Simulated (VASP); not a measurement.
Here is a VASP 6.6.1 calculation.

The input INCAR:

```
SYSTEM = Si
  PREC = Accurate
  ENCUT = 520
  EDIFF = 1E-6
  ISMEAR = -1
  SIGMA = 0.05
  LREAL = .False.
  LASPH = .True.
  NELM = 80
  ALGO = Normal
  ISIF = 2
  LWAVE = .False.
  LCHARG = .False.
  GGA = PE
  NBANDS = 8
```

File KPOINTS:

```
regular mesh
0
Gamma
  13 13 13
  0 0 0
```

File POSCAR:

```
Si
1.0
   -1.6102950000      1.6191080000      1.3123700000
    1.6182950000     -1.6205360000      1.3239860000
    1.6327600000      1.6430010000     -1.3141290000
Si
1
Direct
   -0.0137780000     -0.0156330000     -0.0005400000
```

Potentials or basis: VASP PAW PBE potentials, release 64 (Si).

The run is started by

```console
$ cat potpaw_PBE.64/Si/POTCAR > POTCAR
$ mpirun -np 1 vasp_std > vasp.out
```

(1) Estimate the pressure.

(2) Estimate the band gap on the k mesh.

Answers

(1) 3.5 GPa.

(2) zero (bands 2 and 3 overlap by 13.09 eV).

Caveat: the cell differs from its parent crystal (the cell strained at random); the cell stands under pressure.
